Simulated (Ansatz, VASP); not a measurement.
## Two plane-wave programs on Ga2H2N

INCAR

```
SYSTEM = Ga2H2N
ALGO = Normal
EDIFF = 1E-7
ENCUT = 520
GGA = CA
ISIF = 2
ISMEAR = -1
LASPH = .TRUE.
LCHARG = .FALSE.
LREAL = .FALSE.
LWAVE = .FALSE.
NBANDS = 24
NELM = 100
PREC = Accurate
SIGMA = 0.0848
```

KPOINTS

```
k-points
0
G
  10 10 8
  0 0 0
```

POSCAR

```
Ga2H2N
1.0
    1.9753740000      3.4214450000      0.0000000000
   -1.9753740000      3.4214450000      0.0000000000
    0.0000000000      0.0000000000      4.2257490000
Ga H N
2 2 1
Direct
    0.3333000000      0.3334000000      0.4656000000
    0.6667000000      0.6666000000      0.5344000000
    0.3333000000      0.3334000000      0.1067000000
    0.6667000000      0.6666000000      0.8933000000
    0.0000000000      0.0000000000      0.0000000000
```

Input for Ansatz:

```yaml
crystal:
  lattice:
    - [1.975374, 3.421445, 0.0]
    - [-1.975374, 3.421445, 0.0]
    - [0.0, 0.0, 4.225749]
  atoms:
    - { symbol: Ga, position: [0.3333, 0.3334, 0.4656] }
    - { symbol: Ga, position: [0.6667, 0.6666, 0.5344] }
    - { symbol: H, position: [0.3333, 0.3334, 0.1067] }
    - { symbol: H, position: [0.6667, 0.6666, 0.8933] }
    - { symbol: "N", position: [0.0, 0.0, 0.0] }
  symmetry: { tolerance: 0.0003 }
kpoints:
  mp_grid: { grid: [10, 10, 8], shift: [0, 0, 0] }
  band_path:
    path:
      - [0.0, 0.0, 0.0]
      - [0.49999991, 0.50000003, 0.0]
      - [0.33333328, 0.66666678, 0.0]
      - [0.0, 0.0, 0.0]
      - [0.0, 0.0, 0.5]
      - [0.49999991, 0.50000003, 0.5]
      - [0.33333328, 0.66666678, 0.5]
      - [0.0, 0.0, 0.5]
      - [0.49999991, 0.50000003, 0.5]
      - [0.49999991, 0.50000003, 0.0]
      - [0.33333328, 0.66666678, 0.5]
    npoints: 6
magnetization:
  spin_polarized: false
scf:
  occupations: { method: fermi_dirac, width: 0.0848 }
  lower_state_search: "off"
  max_iter: 200
hamiltonian:
  pseudopotentials: { kind: paw }
  xc: lda
basis:
  ecutwfc: 420
  fft_grid_basis: typed
output:
  forces: true
  stress: true
  eigenvalues: true
  bader: true
  populations: true
  elf: true
  write_potential: true
  volumetric_format: npy
  dos:
    e_range: [-12, 8]
    de: 0.05
    projected: { site_lists: { Ga: [Ga], H: [H], "N": ["N"] } }
checkpoint:
  read: saved_state
```

Alike in both runs: task single point; functional LDA; k mesh 10 × 10 × 8; occupations fermi-dirac, width 0.0848 eV; no spin polarisation.

```csv
,VASP,Ansatz
version,VASP 6.6.1,Ansatz 0.2.0
potentials or method,"VASP PAW LDA potentials, release 64 (Ga_d, H, N), cutoff 520 eV",PAW plane waves
valence electrons in the cell,33,33
```

Ansatz gave:

| Quantity | Value |
| --- | --- |
| pressure (GPa) | 3.5 |
| traceless stress, the component that is largest in VASP (GPa) | 1.88 |
| rms of the force components (eV/Å) | 0.847 |

Task: Estimate VASP's values.

Result: Pressure (GPa): 3.6; traceless stress, the component that is largest in VASP (GPa): 1.80; rms of the force components (eV/Å): 0.854.

LDA's correlation is that of Perdew and Zunger in VASP and of Perdew and Wang (1992) in Ansatz. Atom by atom the forces differ by 0.008 eV/Å (rms over components). Ansatz's warnings: structure snapped to symmetry.
